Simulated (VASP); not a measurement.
Here is a VASP 6.6.1 calculation.

File INCAR:

```
SYSTEM = Cl
ALGO     = Normal         ! electronic algorithm
EDIFF    = 1E-6           ! SCF threshold, eV
ENCUT    = 500            ! plane-wave cutoff, eV
GGA      = PE             ! functional
GGA_COMPAT= .FALSE.      
ISIF     = 2              ! what is computed and relaxed
ISMEAR   = -1             ! smearing method
LASPH    = .TRUE.         ! aspherical terms in the spheres
LCHARG   = .FALSE.        ! write CHGCAR
LREAL    = .FALSE.        ! projectors in reciprocal space
LWAVE    = .FALSE.        ! write WAVECAR
NBANDS   = 14             ! bands
NELM     = 120            ! most SCF steps
PREC     = Accurate       ! precision mode
SIGMA    = 0.01           ! smearing width, eV
```

File KPOINTS:

```
k-points
0
G
  5 5 5
  0 0 0
```

File POSCAR:

```
Cl
1.0
    0.0000000000      3.2213578008      3.2213578008
    3.2213578008      0.0000000000      3.2213578008
    3.2213578008      3.2213578008      0.0000000000
Cl
2
Direct
    1.0000000000      1.0000000000      1.0000000000
    0.2500000000      0.2500000000      0.2500000000
```

Potentials or basis: VASP PAW PBE potentials, release 64 (Cl).

Launch:

```bash
$ cat potpaw_PBE.64/Cl/POTCAR > POTCAR
$ mpirun -np 1 vasp_std > vasp.out
```

(1) Estimate the band gap on the k mesh.

(2) Estimate the pressure.

## Answers

(1) zero (bands 7 and 8 overlap by 1.09 eV).

(2) -0.1 GPa.
